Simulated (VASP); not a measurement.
# Pd (P6_3/mmc) in VASP: notebook, part 2 of 2

VASP 6.6.1. The steps go on from the part before.

**4. Single point, RPBE, collinear spin**

Contents of INCAR:

```
PREC = Accurate
ENCUT = 520
EDIFF = 1E-6
ISMEAR = -1
SIGMA = 0.05
LREAL = False
LASPH = True
NELM = 150
ALGO = Normal
ISIF = 2
LWAVE = False
LCHARG = False
ISPIN = 2
MAGMOM = 0.5 0.5 0.5 0.5
LORBIT = 11
LMAXMIX = 4
GGA = RP
NBANDS = 32
```

Contents of KPOINTS:

```
regular mesh
0
Gamma
  13 13 4
```

Contents of POSCAR:

```
Pd
1.0
    2.8055079162      0.0000000000      0.0000000000
   -1.4027539581      2.4296411259      0.0000000000
    0.0000000000      0.0000000000      9.2794682030
Pd
4
Direct
    0.0000000000      0.0000000000      1.0000000000
    0.0000000000      0.0000000000      0.5000000000
    0.3333333333      0.6666666667      0.2500000000
    0.6666666667      0.3333333333      0.7500000000
```

Potentials or basis: VASP PAW PBE potentials, release 64 (Pd).

On the command line:

```
cat potpaw_PBE.64/Pd/POTCAR > POTCAR
mpirun -np 1 vasp_std > vasp.out
```

OUTCAR:

```text
PREC = Accurate
   ENCUT = 520
   EDIFF = 1E-6
   ISMEAR = -1
   LREAL = False
   LASPH = True
   NELM = 150
   ISIF = 2
   ISPIN = 2
   LORBIT = 11
   GGA = RP

 ion  position               nearest neighbor table
   1  0.000  0.000  0.000-   3 2.83   4 2.83   3 2.83   4 2.83   4 2.83   3 2.83
   2  0.000  0.000  0.500-   3 2.83   4 2.83   3 2.83   4 2.83   4 2.83   3 2.83
   3  0.333  0.667  0.250-   1 2.83   2 2.83   1 2.83   2 2.83   1 2.83   2 2.83
   4  0.667  0.333  0.750-   1 2.83   2 2.83   1 2.83   2 2.83   1 2.83   2 2.83

  LATTYP: Found a hexagonal cell.
 ALAT       =     2.8055079162
 C/A-ratio  =     3.3075893849

  Lattice vectors:

 A1 = (   2.8055079162,   0.0000000000,   0.0000000000)
 A2 = (  -1.4027539581,   2.4296411259,   0.0000000000)
 A3 = (   0.0000000000,   0.0000000000,   9.2794682030)

Analysis of symmetry for initial positions (statically):
=====================================================================
 Subroutine PRICEL returns:
 Original cell was already a primitive cell.
[... 1887 lines left out ...]

  FORCE on cell =-STRESS in cart. coord.  units (eV):
  Direction    XX          YY          ZZ          XY          YZ          ZX
  --------------------------------------------------------------------------------------
  -------------------------------------------------------------------------------------
  Total        0.0206604      0.0206604     -0.0927932      0.0000000      0.0000000     -0.0000000
  in kB        0.5233270      0.5233270     -2.3504455      0.0000000      0.0000000     -0.0000000
  external PRESSURE =      -0.4345972 kB  Pullay stress =       0.0000000 kB

 VOLUME and BASIS-vectors are now :
 -----------------------------------------------------------------------------
  energy-cutoff  :      520.00
  volume of cell :       63.25
      direct lattice vectors                 reciprocal lattice vectors
     2.805507916  0.000000000  0.000000000     0.356441696  0.205791709  0.000000000
    -1.402753958  2.429641126  0.000000000     0.000000000  0.411583418  0.000000000
     0.000000000  0.000000000  9.279468203     0.000000000  0.000000000  0.107764796

 POSITION                                       TOTAL-FORCE (eV/Angst)
 -----------------------------------------------------------------------------------
      0.00000      0.00000      0.00000        -0.000000     -0.000000      0.000000
      0.00000      0.00000      4.63973        -0.000000     -0.000000      0.000000
     -0.00000      1.61976      2.31987         0.000000      0.000000     -0.000000
      1.40275      0.80988      6.95960        -0.000000     -0.000000      0.000000
 -----------------------------------------------------------------------------------
    total drift:                               -0.000000      0.000000      0.000000

  FREE ENERGIE OF THE ION-ELECTRON SYSTEM (eV)
  ---------------------------------------------------
  free  energy   TOTEN  =       -18.5051366564 eV

  energy  without entropy=      -18.4375737505  energy(sigma->0) =      -18.47135520

 total charge

# of ion       s       p       d       tot
------------------------------------------
    1        0.457   0.404   8.455   9.316
    2        0.457   0.404   8.455   9.316
    3        0.457   0.406   8.452   9.315
    4        0.457   0.406   8.452   9.315
--------------------------------------------------
tot          1.828   1.619  33.815  37.262

 magnetization (x)

# of ion       s       p       d       tot
------------------------------------------
    1       -0.004  -0.008   0.297   0.285
    2       -0.004  -0.008   0.297   0.285
    3       -0.003  -0.008   0.299   0.288
    4       -0.003  -0.008   0.299   0.288
--------------------------------------------------
tot         -0.014  -0.033   1.192   1.146
```

OSZICAR:

```text
N       E                     dE             d eps       ncg     rms          rms(c)
DAV:   1     0.259823705299E+03    0.25982E+03   -0.19720E+04  8064   0.121E+03
DAV:   2    -0.127248613861E+02   -0.27255E+03   -0.25584E+03  8840   0.289E+02
DAV:   3    -0.192241170305E+02   -0.64993E+01   -0.64148E+01  9520   0.492E+01
DAV:   4    -0.192796958381E+02   -0.55579E-01   -0.55566E-01  9296   0.445E+00
DAV:   5    -0.192807515993E+02   -0.10558E-02   -0.10557E-02  9576   0.669E-01    0.124E+01
DAV:   6    -0.185240687655E+02    0.75668E+00   -0.19447E+00  9104   0.104E+01    0.648E+00
DAV:   7    -0.185270146564E+02   -0.29459E-02   -0.15170E-01  9080   0.273E+00    0.344E+00
DAV:   8    -0.187135689171E+02   -0.18655E+00   -0.15932E+00  8544   0.901E+00    0.490E+00
DAV:   9    -0.185032195711E+02    0.21035E+00   -0.75708E-01  8424   0.694E+00    0.511E-01
DAV:  10    -0.185046216149E+02   -0.14020E-02   -0.87954E-03  9192   0.570E-01    0.128E-01
DAV:  11    -0.185049645303E+02   -0.34292E-03   -0.37980E-04  9464   0.129E-01    0.647E-02
DAV:  12    -0.185051106436E+02   -0.14611E-03   -0.23300E-04  9336   0.905E-02    0.294E-02
DAV:  13    -0.185051215853E+02   -0.10942E-04   -0.16189E-05  9216   0.256E-02    0.244E-02
DAV:  14    -0.185051253233E+02   -0.37380E-05   -0.14045E-06  5824   0.763E-03    0.196E-02
DAV:  15    -0.185051331311E+02   -0.78077E-05   -0.41746E-06  8072   0.132E-02    0.138E-02
DAV:  16    -0.185051361408E+02   -0.30097E-05   -0.29345E-06  6472   0.109E-02    0.538E-03
DAV:  17    -0.185051366564E+02   -0.51562E-06   -0.72483E-07  4536   0.516E-03
   1 F= -.18505137E+02 E0= -.18471355E+02  d E =-.675629E-01  mag=     1.1334
```

Run time: 8 min. Hardware: 1 thread of Oxide Virtual Turin-like, shared host; peak memory 0.3 GiB.

What came out:

| Quantity | Value |
| --- | --- |
| Free energy | -18.5051 eV |
| Pressure | 0.0 GPa |
| Net moment | 1.13 μB per cell |
| Site moments | Pd +0.28, +0.29 (each value once) μB |
| Valence electrons inside the program's atomic spheres | Pd 9.32, 9.31 (each value once) |

Stress tensor (GPa, compression positive):
```
 0.05  0.00  0.00
 0.00  0.05  0.00
 0.00  0.00 -0.24
```

Levels at points of the mesh, in eV from the Fermi level:
Spin up:
```
           k point  band 17  band 18  band 19  band 20  band 21  band 22  band 23  band 24
(0.00, 0.00, 0.00)    -1.46    -1.06    -1.06    -0.76    -0.76    -0.26    -0.26     1.08
(0.00, 0.00, 0.50)    -1.27    -1.27    -0.77    -0.77    -0.47    -0.47    -0.47    -0.47
```
Spin down:
| k point | band 16 | band 17 | band 18 | band 19 | band 20 | band 21 | band 22 | band 23 | band 24 | band 25 |
| --- | --- | --- | --- | --- | --- | --- | --- | --- | --- | --- |
| (0.00, 0.00, 0.00) | -1.28 | -1.28 | -0.85 | -0.85 | -0.55 | -0.55 | -0.03 | -0.03 | 1.05 | 6.68 |
| (0.00, 0.00, 0.50) | -1.08 | -1.08 | -1.08 | -0.73 | -0.73 | -0.25 | -0.25 | -0.25 | -0.25 | 9.28 |

Caveat: the PAW data sets were made with another functional, which shifts forces and pressure a little.

**5. Overview**

| task | spin | cell | k mesh | cutoff (eV) | smearing | gap on the mesh (eV) | pressure (GPa) |
| --- | --- | --- | --- | --- | --- | --- | --- |
| single point | off | a = 2.810, b = 2.810, c = 9.262 Å, angles 90.0, 90.0, 120.0°, 4 atoms | 17 × 17 × 5 | 520 | fermi-dirac 0.1 eV | none | -0.2 |
| relaxation of cell and atoms | off | relaxed from a = 2.751, b = 2.751, c = 8.983 Å, angles 90.0, 90.0, 120.0°, 4 atoms | 13 × 13 × 4 | 600 | fermi-dirac 0.1 eV | - | 0.0 |
| single point | collinear | a = 2.806, b = 2.806, c = 9.279 Å, angles 90.0, 90.0, 120.0°, 4 atoms | 13 × 13 × 4 | 520 | fermi-dirac 0.05 eV | none | 0.0 |

Alike in all rows: level RPBE; potentials or basis VASP PAW PBE potentials, release 64 (Pd).

Caveats: the PAW data sets were made with another functional, which shifts forces and pressure a little; the highest band is partly filled, so the run has too few bands (at least some runs).

Absolute energies hang on the potentials; compare differences alone.
